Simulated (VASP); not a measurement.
# GaAs (F-43m) in VASP: notebook

The runs below take GaAs through single point, with PBE.

Program: VASP 6.6.1. These are calculated values, not measurements. Logs are shortened: lines on timing, memory, paths and dates and some standing lists are left out, and cuts for length are marked.

**1. The cell of the first run**

It takes space group F-43m (No. 216, cubic). Conventional cell: a = 5.539 Å, b = 5.539 Å, c = 5.539 Å, α = 90.00°, β = 90.00°, γ = 90.00°. Ga (site symmetry -43m) has 4 As at 2.40 Å within 3.2 Å. Within 3.2 Å of As (site symmetry -43m) lie 4 Ga at 2.40 Å.

**2. Single point, PBE (volume scaled by 0.9405)**

INCAR reads:

```
SYSTEM = GaAs
  ALGO = Normal
  EDIFF = 1E-6
  ENCUT = 520
  GGA = PE
  ISIF = 2
  ISMEAR = -1
  LASPH = .True.
  LCHARG = .False.
  LREAL = .False.
  LWAVE = .False.
  NBANDS = 16
  NELM = 60
  PREC = Accurate
  SIGMA = 0.05
```

KPOINTS reads:

```
k-points
0
Gamma
  11 11 11
  0 0 0
```

POSCAR reads:

```
GaAs
1.0
    0.0000000000      2.7696338872      2.7696338872
    2.7696338872      0.0000000000      2.7696338872
    2.7696338872      2.7696338872      0.0000000000
Ga As
1 1
Direct
    0.0000000000      0.0000000000      0.0000000000
    0.7500000000      0.7500000000      0.7500000000
```

Potentials or basis: VASP PAW PBE potentials, release 64 (Ga_d, As).

Launch:

```sh
$ cat potpaw_PBE.64/Ga_d/POTCAR potpaw_PBE.64/As/POTCAR > POTCAR
$ mpirun -np 1 vasp_std > vasp.out
```

OUTCAR:

```text
SYSTEM = GaAs
   EDIFF = 1E-6
   ENCUT = 520
   GGA = PE
   ISIF = 2
   ISMEAR = -1
   LASPH = .True.
   LREAL = .False.
   NELM = 60
   PREC = Accurate

 ion  position               nearest neighbor table
   1  0.000  0.000  0.000-   2 2.40   2 2.40   2 2.40   2 2.40
   2  0.750  0.750  0.750-   1 2.40   1 2.40   1 2.40   1 2.40

  LATTYP: Found a face centered cubic cell.
 ALAT       =     5.5392677744

  Lattice vectors:

 A1 = (   0.0000000000,   2.7696338872,   2.7696338872)
 A2 = (   2.7696338872,   0.0000000000,   2.7696338872)
 A3 = (   2.7696338872,   2.7696338872,   0.0000000000)

Analysis of symmetry for initial positions (statically):
=====================================================================
 Subroutine PRICEL returns:
 Original cell was already a primitive cell.

 Routine SETGRP: Setting up the symmetry group for a
 face centered cubic supercell.

 Subroutine GETGRP returns: Found 24 space group operations
 (whereof 24 operations were pure point group operations)
 out of a pool of 48 trial point group operations.

The static configuration has the point symmetry T_d .

Analysis of symmetry for dynamics (positions and initial velocities):
=====================================================================
 Subroutine PRICEL returns:
 Original cell was already a primitive cell.

 Routine SETGRP: Setting up the symmetry group for a
 face centered cubic supercell.

 Subroutine GETGRP returns: Found 24 space group operations
 (whereof 24 operations were pure point group operations)
 out of a pool of 48 trial point group operations.

The dynamic configuration has the point symmetry T_d .

 Subroutine INISYM returns: Found 24 space group operations
 (whereof 24 operations are pure point group operations),
 and found     1 'primitive' translations

----------------------------------------------------------------------------------------

                                     Primitive cell

  volume of cell :      42.4910

  direct lattice vectors                    reciprocal lattice vectors
     0.000000000  2.769633887  2.769633887    -0.180529276  0.180529276  0.180529276
     2.769633887  0.000000000  2.769633887     0.180529276 -0.180529276  0.180529276
     2.769633887  2.769633887  0.000000000     0.180529276  0.180529276 -0.180529276

  length of vectors
     3.916853806  3.916853806  3.916853806     0.312685878  0.312685878  0.312685878

  position of ions in fractional coordinates (direct lattice)
[... 72 lines left out ...]
   ICHARG =      2    charge: 1-file 2-atom 10-const
   ISPIN  =      1    spin polarized calculation?
   LNONCOLLINEAR =      F non collinear calculations
   LSORBIT =      F    spin-orbit coupling
   LASPH  =      T    aspherical Exc in radial PAW
   ENCUT  =  520.0 eV  38.22 Ry    6.18 a.u.   7.28  7.28  7.28*2*pi/ulx,y,z
   NELM   =     60;   NELMIN=  2; NELMDL= -5     # of ELM steps
   EDIFF  = 0.1E-05   stopping-criterion for ELM
   LREAL  =      F    real-space projection
   EDIFFG = 0.1E-04   stopping-criterion for IOM
   NSW    =      0    number of steps for IOM
   IBRION =     -1    ionic relax: 0-MD 1-quasi-New 2-CG
   NFREE  =      0    steps in history (QN), initial steepest desc. (CG)
   ISIF   =      2    stress and relaxation
   ISYM   =      2    0-nonsym 1-usesym 2-fastsym
   POTIM  = 0.5000    time-step for ionic-motion
   TEBEG  =    0.0;   TEEND  =   0.0 temperature during run
   PSTRESS=    0.0 pullay stress
   NELECT =      18.0000    total number of electrons
   NUPDOWN=      -1.0000    fix difference up-down
   EMIN   =  10.00;   EMAX   =-10.00  energy-range for DOS
   EFERMI =   0.00;   METHOD = LEGACY
   ISMEAR =    -1;   SIGMA  =   0.05  broadening in eV -4-tet -1-fermi 0-gaus
   EFERMI_NEDOS =   21; number of points for ismear=-14 and -15
   IALGO  =     38    algorithm
   IMIX   =      4    mixing-type and parameters
     AMIX     =   0.40;   BMIX     =  1.00
     AMIX_MAG =   1.60;   BMIX_MAG =  1.00
  volume/ion in A,a.u.               =      21.25       143.37
  Fermi-wavevector in a.u.,A,eV,Ry     =   1.229514  2.323444 20.567974  1.511703
  Thomas-Fermi vector in A             =   2.364398
   LORBIT       =      0    0 simple, 1 ext, 2 COOP (PROOUT), +10 PAW based schemes
   GGA     = PE    functional components
   LHFCALC =     F    Hartree Fock is set to
   AEXX    =    0.0000 exact exchange contribution
   IVDW    =     0    specifies the selected vdW correction
   LEPSILON=     F    determine dielectric tensor
   LRPA    =     F    only Hartree local field effects (RPA)
 non-spin polarized calculation
  energy-cutoff  :      520.00
  volume of cell :       42.49
 maximum number of plane-waves:      1167
 NGX is ok and might be reduce to    30
   NGX = 15   NGY = 15   NGZ = 15

 number of electron      18.0000010 magnetization

 Free energy of the ion-electron system (eV)
  ---------------------------------------------------
  ext. energy  EPLUGINS =         0.00000000
  ---------------------------------------------------
  free energy    TOTEN  =        -8.15030056 eV

  energy without entropy =       -8.15030037  energy(sigma->0) =       -8.15030047

 E-fermi :   5.0580     XC(G=0):  -9.8675

 val. band max:        4.5279523658   @ k =   0.0000   0.0000   0.0000
 cond. band min:       5.5214113733   @ k =   0.0000   0.0000   0.0000
 fundamental gap:      0.9934590076
 Fermi energy:         5.0579793921

 k-point     1 :       0.0000    0.0000    0.0000
  band No.  band energies     occupation
      1     -10.4024      2.00000
      2     -10.4024      2.00000
      3     -10.4024      2.00000
      4     -10.3068      2.00000
      5     -10.3068      2.00000
      6      -8.6576      2.00000
[... 433 lines left out ...]
      3     -10.3808      2.00000
      4     -10.3107      2.00000
      5     -10.3045      2.00000
      6      -7.6069      2.00000
[... 8 lines left out ...]
     15      15.0435      0.00000
     16      15.8130      0.00000

 [... further k-points ...]
[... 5 lines left out ...]
  --------------------------------------------------------------------------------------
  -------------------------------------------------------------------------------------
  Total        2.3483381      2.3483381      2.3483381      0.0000000      0.0000000      0.0000000
  in kB       88.5470547     88.5470547     88.5470547      0.0000000      0.0000000      0.0000000
  external PRESSURE =      88.5470547 kB  Pullay stress =       0.0000000 kB

 VOLUME and BASIS-vectors are now :
 -----------------------------------------------------------------------------
  energy-cutoff  :      520.00
  volume of cell :       42.49
      direct lattice vectors                 reciprocal lattice vectors
     0.000000000  2.769633887  2.769633887    -0.180529276  0.180529276  0.180529276
     2.769633887  0.000000000  2.769633887     0.180529276 -0.180529276  0.180529276
     2.769633887  2.769633887  0.000000000     0.180529276  0.180529276 -0.180529276

 POSITION                                       TOTAL-FORCE (eV/Angst)
 -----------------------------------------------------------------------------------
      0.00000      0.00000      0.00000         0.000000      0.000000      0.000000
      4.15445      4.15445      4.15445        -0.000000     -0.000000     -0.000000
 -----------------------------------------------------------------------------------
    total drift:                               -0.000001     -0.000001     -0.000001

  FREE ENERGIE OF THE ION-ELECTRON SYSTEM (eV)
  ---------------------------------------------------
  free  energy   TOTEN  =        -8.1503005641 eV

  energy  without entropy=       -8.1503003693  energy(sigma->0) =       -8.15030047
```

OSZICAR:

```text
N       E                     dE             d eps       ncg     rms          rms(c)
DAV:   1     0.826374853421E+02    0.82637E+02   -0.89996E+03  1832   0.159E+03
DAV:   2    -0.202258384469E+01   -0.84660E+02   -0.80763E+02  2008   0.307E+02
DAV:   3    -0.823232748228E+01   -0.62097E+01   -0.61900E+01  2216   0.653E+01
DAV:   4    -0.832188903228E+01   -0.89562E-01   -0.89550E-01  2248   0.863E+00
DAV:   5    -0.832310778449E+01   -0.12188E-02   -0.12187E-02  2256   0.896E-01    0.310E+00
DAV:   6    -0.817283855819E+01    0.15027E+00   -0.21148E-01  2752   0.845E+00    0.189E+00
DAV:   7    -0.814903813733E+01    0.23800E-01   -0.71680E-02  2208   0.203E+00    0.568E-01
DAV:   8    -0.814980555979E+01   -0.76742E-03   -0.10881E-02  2136   0.119E+00    0.135E-01
DAV:   9    -0.815019341510E+01   -0.38786E-03   -0.95372E-04  2208   0.332E-01    0.470E-02
DAV:  10    -0.815025500414E+01   -0.61589E-04   -0.76571E-05  2400   0.107E-01    0.256E-02
DAV:  11    -0.815030028971E+01   -0.45286E-04   -0.62328E-05  2024   0.619E-02    0.256E-03
DAV:  12    -0.815030056413E+01   -0.27442E-06   -0.11671E-06  1856   0.175E-02
   1 F= -.81503006E+01 E0= -.81503005E+01  d E =-.194842E-06
```

stdout:

```text
POSCAR found type information on POSCAR GaAs
 POSCAR found :  2 types and       2 ions
 scaLAPACK will be used
 LDA part: xc-table for (Slater+PW92), standard interpolation
 POSCAR, INCAR and KPOINTS ok, starting setup
 FFT: planning ... GRIDC
 FFT: planning ... GRID_SOFT
 FFT: planning ... GRID
 WAVECAR not read
 entering main loop
```

Run time: 51 s. Hardware: 1 thread of Intel Xeon Platinum 8375C at 2.90GHz (Ice Lake), shared host; peak memory 0.18 GiB.

What came out:

| Quantity | Value |
| --- | --- |
| Free energy | -8.1503 eV |
| Pressure | 8.9 GPa |
| Band gap on the k mesh | 0.99 eV, direct |

Levels at points of the mesh, in eV from the valence-band top:
| k point | band 5 | band 6 | band 7 | band 8 | band 9 | band 10 | band 11 | band 12 | band 13 | band 14 |
| --- | --- | --- | --- | --- | --- | --- | --- | --- | --- | --- |
| (0.00, 0.00, 0.00) | -14.83 | -13.19 | 0.00 | 0.00 | 0.00 | 0.99 | 3.74 | 3.74 | 3.74 | 7.78 |

 A k mesh can miss the band edges.

**3. Single point, PBE (volume scaled by 0.97)**

INCAR reads:

```
ALGO     = Normal         # electronic algorithm
EDIFF    = 1E-7           # SCF threshold, eV
ENCUT    = 520            # plane-wave cutoff, eV
GGA      = PE             # functional
ISIF     = 2              # what is computed and relaxed
ISMEAR   = -1             # smearing method
LASPH    = True           # aspherical terms in the spheres
LCHARG   = False          # write CHGCAR
LREAL    = False          # projectors in reciprocal space
LWAVE    = False          # write WAVECAR
NBANDS   = 16             # bands
NELM     = 100            # most SCF steps
PREC     = Accurate       # precision mode
SIGMA    = 0.05           # smearing width, eV
```

KPOINTS reads:

```
k-points
0
Gamma
  11 11 11
```

POSCAR reads:

```
GaAs
1.0
    0.0000000000      2.7982940072      2.7982940072
    2.7982940072      0.0000000000      2.7982940072
    2.7982940072      2.7982940072      0.0000000000
Ga As
1 1
Direct
    0.0000000000      0.0000000000      0.0000000000
    0.7500000000      0.7500000000      0.7500000000
```

Potentials or basis: VASP PAW PBE potentials, release 64 (Ga_d, As).

Launch:

```sh
$ cat potpaw_PBE.64/Ga_d/POTCAR potpaw_PBE.64/As/POTCAR > POTCAR
$ mpirun -np 1 vasp_std > vasp.out
```

It took 59 s on 1 thread of Intel Xeon Platinum 8375C at 2.90GHz (Ice Lake), shared host; peak memory 0.19 GiB.

The run converged. Its results:

- Free energy: -8.2117 eV
- Pressure: 6.0 GPa
- Band gap on the k mesh: 0.75 eV, direct

Levels at points of the mesh, in eV from the valence-band top:
```csv
k point,band 7,band 8,band 9,band 10,band 11,band 12
"(0.00, 0.00, 0.00)",0.00,0.00,0.00,0.75,3.74,3.74
```

 A k mesh can miss the band edges.

**4. Single point, PBE (volume scaled by 0.98)**

INCAR reads:

```
PREC     = Accurate       # precision mode
ENCUT    = 520            # plane-wave cutoff, eV
EDIFF    = 1E-6           # SCF threshold, eV
ISMEAR   = -1             # smearing method
SIGMA    = 0.05           # smearing width, eV
LREAL    = False          # projectors in reciprocal space
LASPH    = True           # aspherical terms in the spheres
NELM     = 80             # most SCF steps
ALGO     = Normal         # electronic algorithm
ISIF     = 2              # what is computed and relaxed
LWAVE    = False          # write WAVECAR
LCHARG   = False          # write CHGCAR
GGA      = PE             # functional
NBANDS   = 16             # bands
```

KPOINTS reads:

```
regular mesh
0
Gamma
  11 11 11
```

POSCAR reads:

```
GaAs
1.0
    0.0000000000      2.8078772807      2.8078772807
    2.8078772807      0.0000000000      2.8078772807
    2.8078772807      2.8078772807      0.0000000000
Ga As
1 1
Direct
    0.0000000000      0.0000000000      0.0000000000
    0.7500000000      0.7500000000      0.7500000000
```

Potentials or basis: VASP PAW PBE potentials, release 64 (Ga_d, As).

Launch:

```sh
$ cat potpaw_PBE.64/Ga_d/POTCAR potpaw_PBE.64/As/POTCAR > POTCAR
$ mpirun -np 1 vasp_std > vasp.out
```

OUTCAR:

```text
PREC = Accurate
   ENCUT = 520
   EDIFF = 1E-6
   ISMEAR = -1
   LREAL = False
   LASPH = True
   NELM = 80
   ISIF = 2
   GGA = PE

 ion  position               nearest neighbor table
   1  0.000  0.000  0.000-   2 2.43   2 2.43   2 2.43   2 2.43
   2  0.750  0.750  0.750-   1 2.43   1 2.43   1 2.43   1 2.43

  LATTYP: Found a face centered cubic cell.
 ALAT       =     5.6157545614

  Lattice vectors:

 A1 = (   0.0000000000,   2.8078772807,   2.8078772807)
 A2 = (   2.8078772807,   0.0000000000,   2.8078772807)
 A3 = (   2.8078772807,   2.8078772807,   0.0000000000)

Analysis of symmetry for initial positions (statically):
=====================================================================
 Subroutine PRICEL returns:
 Original cell was already a primitive cell.

 Routine SETGRP: Setting up the symmetry group for a
 face centered cubic supercell.

 Subroutine GETGRP returns: Found 24 space group operations
 (whereof 24 operations were pure point group operations)
 out of a pool of 48 trial point group operations.

The static configuration has the point symmetry T_d .

Analysis of symmetry for dynamics (positions and initial velocities):
=====================================================================
 Subroutine PRICEL returns:
 Original cell was already a primitive cell.

 Routine SETGRP: Setting up the symmetry group for a
 face centered cubic supercell.

 Subroutine GETGRP returns: Found 24 space group operations
 (whereof 24 operations were pure point group operations)
 out of a pool of 48 trial point group operations.

The dynamic configuration has the point symmetry T_d .

 Subroutine INISYM returns: Found 24 space group operations
 (whereof 24 operations are pure point group operations),
 and found     1 'primitive' translations

[... 105 lines left out ...]
   NELECT =      18.0000    total number of electrons
   NUPDOWN=      -1.0000    fix difference up-down
   EMIN   =  10.00;   EMAX   =-10.00  energy-range for DOS
   EFERMI =   0.00;   METHOD = LEGACY
   ISMEAR =    -1;   SIGMA  =   0.05  broadening in eV -4-tet -1-fermi 0-gaus
   EFERMI_NEDOS =   21; number of points for ismear=-14 and -15
   IALGO  =     38    algorithm
   IMIX   =      4    mixing-type and parameters
     AMIX     =   0.40;   BMIX     =  1.00
     AMIX_MAG =   1.60;   BMIX_MAG =  1.00
  volume/ion in A,a.u.               =      22.14       149.39
  Fermi-wavevector in a.u.,A,eV,Ry     =   1.212767  2.291798 20.011517  1.470805
  Thomas-Fermi vector in A             =   2.348241
   LORBIT       =      0    0 simple, 1 ext, 2 COOP (PROOUT), +10 PAW based schemes
   GGA     = PE    functional components
   LHFCALC =     F    Hartree Fock is set to
   AEXX    =    0.0000 exact exchange contribution
   IVDW    =     0    specifies the selected vdW correction
   LEPSILON=     F    determine dielectric tensor
   LRPA    =     F    only Hartree local field effects (RPA)
 non-spin polarized calculation
  energy-cutoff  :      520.00
  volume of cell :       44.28
 maximum number of plane-waves:      1243
 NGX is ok and might be reduce to    30
   NGX = 15   NGY = 15   NGZ = 15

 number of electron      18.0000010 magnetization

 Free energy of the ion-electron system (eV)
  ---------------------------------------------------
  ext. energy  EPLUGINS =         0.00000000
  ---------------------------------------------------
  free energy    TOTEN  =        -8.22733202 eV

  energy without entropy =       -8.22732884  energy(sigma->0) =       -8.22733043

 E-fermi :   4.4987     XC(G=0):  -9.6797

 val. band max:        4.1228577397   @ k =   0.0000   0.0000   0.0000
 cond. band min:       4.7970692664   @ k =   0.0000   0.0000   0.0000
 fundamental gap:      0.6742115267
 Fermi energy:         4.4987098216

 k-point     1 :       0.0000    0.0000    0.0000
  band No.  band energies     occupation
      1     -10.7209      2.00000
      2     -10.7209      2.00000
      3     -10.7209      2.00000
      4     -10.6366      2.00000
      5     -10.6366      2.00000
      6      -8.7500      2.00000
[... 433 lines left out ...]
      3     -10.7020      2.00000
      4     -10.6399      2.00000
      5     -10.6344      2.00000
      6      -7.7623      2.00000
[... 8 lines left out ...]
     15      14.4486      0.00000
     16      15.1767      0.00000

 [... further k-points ...]
[... 5 lines left out ...]
  --------------------------------------------------------------------------------------
  -------------------------------------------------------------------------------------
  Total        1.4058434      1.4058434      1.4058434      0.0000000      0.0000000      0.0000000
  in kB       50.8725102     50.8725102     50.8725102      0.0000000      0.0000000      0.0000000
  external PRESSURE =      50.8725102 kB  Pullay stress =       0.0000000 kB

 VOLUME and BASIS-vectors are now :
 -----------------------------------------------------------------------------
  energy-cutoff  :      520.00
  volume of cell :       44.28
      direct lattice vectors                 reciprocal lattice vectors
     0.000000000  2.807877281  2.807877281    -0.178070460  0.178070460  0.178070460
     2.807877281  0.000000000  2.807877281     0.178070460 -0.178070460  0.178070460
     2.807877281  2.807877281  0.000000000     0.178070460  0.178070460 -0.178070460

 POSITION                                       TOTAL-FORCE (eV/Angst)
 -----------------------------------------------------------------------------------
      0.00000      0.00000      0.00000         0.000000      0.000000      0.000000
      4.21182      4.21182      4.21182        -0.000000     -0.000000     -0.000000
 -----------------------------------------------------------------------------------
    total drift:                               -0.000001     -0.000001     -0.000001

  FREE ENERGIE OF THE ION-ELECTRON SYSTEM (eV)
  ---------------------------------------------------
  free  energy   TOTEN  =        -8.2273320228 eV

  energy  without entropy=       -8.2273288380  energy(sigma->0) =       -8.22733043
```

stdout:

```text
POSCAR found type information on POSCAR GaAs
 POSCAR found :  2 types and       2 ions
 scaLAPACK will be used
 LDA part: xc-table for (Slater+PW92), standard interpolation
 POSCAR, INCAR and KPOINTS ok, starting setup
 FFT: planning ... GRIDC
 FFT: planning ... GRID_SOFT
 FFT: planning ... GRID
 WAVECAR not read
 entering main loop
```

Run time: 42 s. Hardware: 1 thread of Intel Xeon Platinum 8375C at 2.90GHz (Ice Lake), shared host; peak memory 0.19 GiB.

Results:

* Free energy: -8.2273 eV
* Pressure: 5.1 GPa
* Band gap on the k mesh: 0.67 eV, direct

Levels at points of the mesh, in eV from the valence-band top:
```tsv
k point	band 6	band 7	band 8	band 9	band 10	band 11	band 12	band 13
(0.00, 0.00, 0.00)	-12.87	0.00	0.00	0.00	0.67	3.73	3.73	3.73
```

**5. The runs side by side**

```tsv
cell	gap on the mesh (eV)	pressure (GPa)
a = 3.917 Å, angles 60.0°, 2 atoms	0.99	8.9
a = 3.957 Å, angles 60.0°, 2 atoms	0.75	6.0
a = 3.971 Å, angles 60.0°, 2 atoms	0.67	5.1
```

Alike in all rows: task single point; level PBE; potentials or basis VASP PAW PBE potentials, release 64 (Ga_d, As); no spin polarisation; k mesh 11 × 11 × 11; cutoff (eV) 520; smearing fermi-dirac 0.05 eV.

Total energies depend on the potentials used, so only differences within one code and one set of settings carry meaning.
